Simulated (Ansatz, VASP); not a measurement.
**Two plane-wave programs on B**

```xyz
12
Lattice="2.4590 1.4197 4.1935 -2.4590 1.4197 4.1935 0.0000 -2.8394 4.1935" Properties=species:S:1:pos:R:3 pbc="T T T"
B    -1.5821    0.9134    2.8264
B     0.0000   -1.8269    2.8264
B     1.5821    0.9134    2.8264
B     1.5821   -0.9134    9.7541
B    -1.5821   -0.9134    9.7541
B     0.0000    1.8269    9.7541
B    -1.0067    0.5812    4.4995
B     0.0000   -1.1625    4.4995
B     1.0067    0.5812    4.4995
B     1.0067   -0.5812    8.0810
B    -1.0067   -0.5812    8.0810
B     0.0000    1.1625    8.0810
```

Alike in both runs: task single point; functional r2SCAN; k mesh 6 × 6 × 6; occupations gaussian, width 0.1 eV; no spin polarisation.

|  | VASP | Ansatz |
| --- | --- | --- |
| version | VASP 6.6.1 | Ansatz 0.2.0 |
| potentials or method | VASP PAW PBE potentials, release 64 (B), cutoff 550 eV | scalar-relativistic, plane waves, PAW |
| valence electrons in the cell | 36 | 36 |

```tsv
	VASP	Ansatz	Ansatz less VASP
gap on the k mesh at the Fermi level (eV)	1.53	1.53	-0.001
least direct gap on the mesh (eV)	1.97	1.97	0.000
pressure (GPa)	-3.5	-3.6	-0.17
traceless stress, the component that is largest in VASP (GPa)	-0.09	-0.03	+0.059
rms of the force components (eV/Å)	0.117	0.127	+0.0095
```

VASP's potentials were made for PBE, not for r2SCAN. Atom by atom the forces differ by 0.010 eV/Å (rms over components). With one functional, cell and mesh, what is left measures potentials, basis and numerics.
